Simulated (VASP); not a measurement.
**MnSb: single point with PBE**

Crystal: MnSb.

```
Mn Sb
1.0
     0.00000    3.08866    3.08866
     3.08866    0.00000    3.08866
     3.08866    3.08866    0.00000
Mn Sb
1 1
Direct
  0.00000 0.00000 0.00000
  0.75000 0.75000 0.75000
```

| Property | Result |
| --- | --- |
| Program | VASP 6.6.1 |
| Task | single point |
| Functional | PBE |
| Potentials or basis | VASP PAW PBE potentials, release 64 (Mn_pv, Sb) |
| Cutoff | 520 eV |
| k mesh | 6 × 6 × 6 |
| Occupations | gaussian, width 0.1 eV |
| Spin | collinear spin, ferromagnetic start |
| Starting moments | [3.37, 0.0] μB |
| Dipole correction | no |
| Further INCAR settings | ALGO = Normal; EDIFF = 1e-06; NBANDS = 20 |

- Pressure: 0.0 GPa
- Band gap on the k mesh: zero (filled and empty bands overlap)
- Net moment: 4.00 μB per cell
- Site moments: Mn +3.88; Sb -0.17 μB
- Valence electrons inside the program's atomic spheres: Mn 11.44; Sb 2.50

Levels at points of the mesh, in eV from the Fermi level:
Spin up:
```
           k point  band 8  band 9  band 10  band 11  band 12  band 13  band 14  band 15
(0.00, 0.00, 0.00)   -2.90   -2.90     2.29     2.29     2.29     3.15     5.19     5.19
(0.50, 0.00, 0.00)   -2.82   -2.82    -2.56     0.93     0.93     3.55     5.82     5.82
(0.50, 0.50, 0.00)   -2.82   -2.68    -2.41    -0.87    -0.87     3.00     3.73    11.04
```
Spin down:
| k point | band 3 | band 4 | band 5 | band 6 | band 7 | band 8 | band 9 | band 10 | band 11 | band 12 |
| --- | --- | --- | --- | --- | --- | --- | --- | --- | --- | --- |
| (0.00, 0.00, 0.00) | -46.33 | -9.96 | -1.42 | -1.42 | -1.42 | 0.81 | 0.81 | 3.68 | 3.68 | 3.68 |
| (0.50, 0.00, 0.00) | -46.33 | -8.96 | -3.72 | -1.32 | -1.32 | 0.68 | 0.83 | 0.83 | 2.34 | 2.34 |
| (0.50, 0.50, 0.00) | -46.33 | -8.61 | -3.61 | -1.41 | -1.41 | 0.15 | 0.77 | 1.00 | 1.08 | 1.08 |

Run time: 49 s on 1 thread of Intel Xeon 8259CL, with other jobs on the host, peak memory 0.21 GiB.

Caveat: spin-orbit coupling is left out, which moves the levels of the heavy elements; a cell with one magnetic atom can't hold antiferromagnetic order, which such compounds often take.
